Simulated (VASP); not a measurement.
# Mg (P6_3/mmc) in VASP: further runs

Runs on Mg. Level: PBE. Tasks: single point.

Program: VASP 6.6.1. These are calculated values, not measurements. Logs are shortened: lines on timing, memory, paths and dates and some standing lists are left out, and cuts for length are marked.

### Step 1. The cell of the first run

It takes space group P6_3/mmc (No. 194, hexagonal). Conventional cell: a = 3.195 Å, b = 3.195 Å, c = 5.188 Å, α = 90.00°, β = 90.00°, γ = 120.00°. Within 4.2 Å of Mg (site symmetry -6m2) lie 12 Mg at 3.18 to 3.20 Å.

### Step 2. Single point, PBE

File INCAR:

```
SYSTEM = Mg
PREC = Accurate
ENCUT = 520
EDIFF = 1E-6
ISMEAR = 1
SIGMA = 0.2
LREAL = .False.
LASPH = .True.
NELM = 100
ALGO = Normal
ISIF = 2
LWAVE = .False.
LCHARG = .True.
GGA = PE
LELF = .True.
LVHAR = .True.
NBANDS = 9
```

File KPOINTS:

```
Automatic mesh
0
Gamma
  11 11 6
  0 0 0
```

File POSCAR:

```
Mg
1.0
    3.1953117277      0.0000000000      0.0000000000
   -1.5976558638      2.7672211292      0.0000000000
    0.0000000000      0.0000000000      5.1879445283
Mg
2
Direct
    0.3333333333      0.6666666667      0.2500000000
    0.6666666667      0.3333333333      0.7500000000
```

Potentials or basis: VASP PAW PBE potentials, release 64 (Mg).

On the command line:

```bash
> cat potpaw_PBE.64/Mg/POTCAR > POTCAR
> mpirun -np 1 vasp_std > vasp.out
```

OUTCAR:

```text
SYSTEM = Mg
   PREC = Accurate
   ENCUT = 520
   EDIFF = 1E-6
   ISMEAR = 1
   LREAL = .False.
   LASPH = .True.
   NELM = 100
   ISIF = 2
   GGA = PE

 ion  position               nearest neighbor table
   1  0.333  0.667  0.250-   2 3.18   2 3.18   2 3.18   2 3.18   2 3.18   2 3.18
   2  0.667  0.333  0.750-   1 3.18   1 3.18   1 3.18   1 3.18   1 3.18   1 3.18

  LATTYP: Found a hexagonal cell.
 ALAT       =     3.1953117277
 C/A-ratio  =     1.6236113939

  Lattice vectors:

 A1 = (   3.1953117277,   0.0000000000,   0.0000000000)
 A2 = (  -1.5976558638,   2.7672211292,   0.0000000000)
 A3 = (   0.0000000000,   0.0000000000,   5.1879445283)

Analysis of symmetry for initial positions (statically):
=====================================================================
 Subroutine PRICEL returns:
 Original cell was already a primitive cell.

 Routine SETGRP: Setting up the symmetry group for a
 hexagonal supercell.

 Subroutine GETGRP returns: Found 24 space group operations
 (whereof 12 operations were pure point group operations)
 out of a pool of 24 trial point group operations.

The static configuration has the point symmetry D_3d.
 The point group associated with its full space group is D_6h.

Analysis of symmetry for dynamics (positions and initial velocities):
=====================================================================
 Subroutine PRICEL returns:
 Original cell was already a primitive cell.

 Routine SETGRP: Setting up the symmetry group for a
 hexagonal supercell.

 Subroutine GETGRP returns: Found 24 space group operations
 (whereof 12 operations were pure point group operations)
 out of a pool of 24 trial point group operations.

The dynamic configuration has the point symmetry D_3d.
 The point group associated with its full space group is D_6h.

 Subroutine INISYM returns: Found 24 space group operations
 (whereof 12 operations are pure point group operations),
 and found     1 'primitive' translations

----------------------------------------------------------------------------------------

                                     Primitive cell

  volume of cell :      45.8725

  direct lattice vectors                    reciprocal lattice vectors
     3.195311728  0.000000000  0.000000000     0.312958511  0.180686680  0.000000000
    -1.597655864  2.767221129  0.000000000     0.000000000  0.361373361  0.000000000
     0.000000000  0.000000000  5.187944528     0.000000000  0.000000000  0.192754567

  length of vectors
     3.195311728  3.195311728  5.187944528     0.361373361  0.361373361  0.192754567
[... 82 lines left out ...]
   LREAL  =      F    real-space projection
   EDIFFG = 0.1E-04   stopping-criterion for IOM
   NSW    =      0    number of steps for IOM
   IBRION =     -1    ionic relax: 0-MD 1-quasi-New 2-CG
   NFREE  =      0    steps in history (QN), initial steepest desc. (CG)
   ISIF   =      2    stress and relaxation
   ISYM   =      2    0-nonsym 1-usesym 2-fastsym
   POTIM  = 0.5000    time-step for ionic-motion
   TEBEG  =    0.0;   TEEND  =   0.0 temperature during run
   PSTRESS=    0.0 pullay stress
   NELECT =       4.0000    total number of electrons
   NUPDOWN=      -1.0000    fix difference up-down
   EMIN   =  10.00;   EMAX   =-10.00  energy-range for DOS
   EFERMI =   0.00;   METHOD = LEGACY
   ISMEAR =     1;   SIGMA  =   0.20  broadening in eV -4-tet -1-fermi 0-gaus
   EFERMI_NEDOS =   21; number of points for ismear=-14 and -15
   IALGO  =     38    algorithm
   IMIX   =      4    mixing-type and parameters
     AMIX     =   0.40;   BMIX     =  1.00
     AMIX_MAG =   1.60;   BMIX_MAG =  1.00
  volume/ion in A,a.u.               =      22.94       154.78
  Fermi-wavevector in a.u.,A,eV,Ry     =   0.725957  1.371859  7.170448  0.527013
  Thomas-Fermi vector in A             =   1.816809
   LORBIT       =      0    0 simple, 1 ext, 2 COOP (PROOUT), +10 PAW based schemes
   GGA     = PE    functional components
   LHFCALC =     F    Hartree Fock is set to
   AEXX    =    0.0000 exact exchange contribution
   IVDW    =     0    specifies the selected vdW correction
   LEPSILON=     F    determine dielectric tensor
   LRPA    =     F    only Hartree local field effects (RPA)
 non-spin polarized calculation
 Methfessel and Paxton  Order N= 1 SIGMA  =   0.20
  energy-cutoff  :      520.00
  volume of cell :       45.87
 maximum number of plane-waves:      1252
 NGX is ok and might be reduce to    24
   NGX = 11   NGY = 11   NGZ = 19

 number of electron       4.0000000 magnetization

 Free energy of the ion-electron system (eV)
  ---------------------------------------------------
  ext. energy  EPLUGINS =         0.00000000
  ---------------------------------------------------
  free energy    TOTEN  =        -3.03037622 eV

  energy without entropy =       -3.03497909  energy(sigma->0) =       -3.03191051

 E-fermi :   2.5991     XC(G=0):  -8.4937

 val. band max:        2.5085688412   @ k =   0.3636   0.2727   0.5000
 cond. band min:       2.7399543370   @ k =   0.1818   0.1818   0.0000
 fundamental gap:      0.2313854959
 Fermi energy:         2.5991211261

 k-point     1 :       0.0000    0.0000    0.0000
  band No.  band energies     occupation
      1      -4.2972      2.00000
      2       0.9521      2.00000
      3       1.3974      2.00000
      4      13.5833      0.00000
      5      13.5833      0.00000
      6      13.6993      0.00000
      7      13.6993      0.00000
      8      14.4735      0.00000
      9      16.0707      0.00000
[... 265 lines left out ...]
 k-point    24 :       0.1818    0.0909    0.1667
  band No.  band energies     occupation
      1      -3.0097      2.00000
      2       0.6030      2.00000
      3       4.1167     -0.00000
      4       7.2980      0.00000
      5       8.8675      0.00000
      6      10.7155      0.00000
      7      12.2063      0.00000
      8      13.5563      0.00000
      9      14.0603      0.00000

 [... further k-points ...]
[... 5 lines left out ...]
  --------------------------------------------------------------------------------------
  -------------------------------------------------------------------------------------
  Total       -0.0433871     -0.0433871     -0.0632794     -0.0000000      0.0000000      0.0000000
  in kB       -1.5153708     -1.5153708     -2.2101436     -0.0000000      0.0000000      0.0000000
  external PRESSURE =      -1.7469617 kB  Pullay stress =       0.0000000 kB

 VOLUME and BASIS-vectors are now :
 -----------------------------------------------------------------------------
  energy-cutoff  :      520.00
  volume of cell :       45.87
      direct lattice vectors                 reciprocal lattice vectors
     3.195311728  0.000000000  0.000000000     0.312958511  0.180686680  0.000000000
    -1.597655864  2.767221129  0.000000000     0.000000000  0.361373361  0.000000000
     0.000000000  0.000000000  5.187944528     0.000000000  0.000000000  0.192754567

 POSITION                                       TOTAL-FORCE (eV/Angst)
 -----------------------------------------------------------------------------------
     -0.00000      1.84481      1.29699        -0.000000      0.000000      0.000000
      1.59766      0.92241      3.89096         0.000000      0.000000      0.000000
 -----------------------------------------------------------------------------------
    total drift:                                0.000000     -0.000000      0.000000

  FREE ENERGIE OF THE ION-ELECTRON SYSTEM (eV)
  ---------------------------------------------------
  free  energy   TOTEN  =        -3.0303762151 eV

  energy  without entropy=       -3.0349790950  energy(sigma->0) =       -3.03191051
```

Run time: 24 s. Hardware: 1 thread of AMD EPYC 7R13, shared host; peak memory 0.14 GiB.

What came out:

```
Free energy            : -3.0304 eV
Pressure               : -0.2 GPa
Band gap on the k mesh : zero (bands 2 and 3 overlap by 2.11 eV)
```

Levels at points of the mesh, in eV from the Fermi level:
| k point | band 1 | band 2 | band 3 | band 4 | band 5 | band 6 |
| --- | --- | --- | --- | --- | --- | --- |
| (0.00, 0.00, 0.00) | -6.90 | -1.65 | -1.20 | 10.98 | 10.98 | 11.10 |
| (0.00, 0.00, 0.50) | -5.50 | -5.50 | 5.07 | 5.07 | 11.73 | 11.73 |

(Part 1 of 2 ends here.)
